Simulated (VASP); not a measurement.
A run of VASP 6.6.1:

INCAR

```
  ALGO = Normal
  EDIFF = 1E-6
  ENCUT = 520
  GGA = RE
  ISIF = 2
  ISMEAR = -1
  ISPIN = 2
  LASPH = T
  LCHARG = T
  LELF = T
  LMAXMIX = 4
  LORBIT = 11
  LREAL = F
  LVHAR = T
  LWAVE = F
  MAGMOM = 1.714 1.714
  NBANDS = 20
  NELM = 150
  PREC = Accurate
  SIGMA = 0.05
```

Contents of KPOINTS:

```
k-points
0
Gamma
  23 23 13
```

Contents of POSCAR:

```
Co
1.0
    2.4074487625      0.0000000000      0.0000000000
   -1.2037243812      2.0849117867      0.0000000000
    0.0000000000      0.0000000000      3.8869472725
Co
2
Direct
    0.3333333333      0.6666666667      0.2500000000
    0.6666666667      0.3333333333      0.7500000000
```

Potentials or basis: VASP PAW PBE potentials, release 64 (Co).

Launch:

```sh
$ cat potpaw_PBE.64/Co/POTCAR > POTCAR
$ mpirun -np 1 vasp_std > vasp.out
```

Hardware: 1 thread of AMD EPYC 9R45 96-Core Processor (Zen 5), with other jobs on the host.

Q: Estimate the wall time of this run.

A: Run time: 2.3 min on 1 thread of AMD EPYC 9R45 96-Core Processor (Zen 5), on a shared host, peak memory 0.28 GiB. Counts: scf iterations 12, k points 392.
